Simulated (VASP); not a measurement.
Set up this calculation in VASP 6.6.1, as the native input.

```
Task                   : single point
Functional             : PBE
Potentials or basis    : VASP PAW PBE potentials, release 64 (B, P)
Cutoff                 : 520 eV
k mesh                 : 15 × 15 × 15
Occupations            : fermi-dirac, width 0.05 eV
Spin                   : no spin polarisation
Dipole correction      : no
Further INCAR settings : ALGO = Normal; EDIFF = 1e-06; NBANDS = 11
```

The structure of BP lies in POSCAR:

```
BP
1.0
    0.0000000000      2.2537713532      2.2537713532
    2.2537713532      0.0000000000      2.2537713532
    2.2537713532      2.2537713532      0.0000000000
B P
1 1
Direct
    0.0000000000      0.0000000000      0.0000000000
    0.7500000000      0.7500000000      0.7500000000
```

This cell differs from its parent crystal: volume scaled by 0.98.

These files were run (other wordings do the same):

INCAR

```
PREC = Accurate
ENCUT = 520
EDIFF = 1E-6
ISMEAR = -1
SIGMA = 0.05
LREAL = F
LASPH = T
NELM = 80
ALGO = Normal
ISIF = 2
LWAVE = F
LCHARG = F
GGA = PE
NBANDS = 11
```

KPOINTS

```
Automatic mesh
0
Gamma
  15 15 15
```

Potentials or basis: VASP PAW PBE potentials, release 64 (B, P).

Command:

```console
$ cat potpaw_PBE.64/B/POTCAR potpaw_PBE.64/P/POTCAR > POTCAR
$ mpirun -np 1 vasp_std > vasp.out
```

It gave:

```
Pressure               : 4.4 GPa
Band gap on the k mesh : 1.21 eV, indirect (least direct gap 3.43 eV)
```

Run time: 25 s on 1 thread of AMD EPYC 9R45 (Zen 5), with other jobs on the host, peak memory 0.12 GiB.
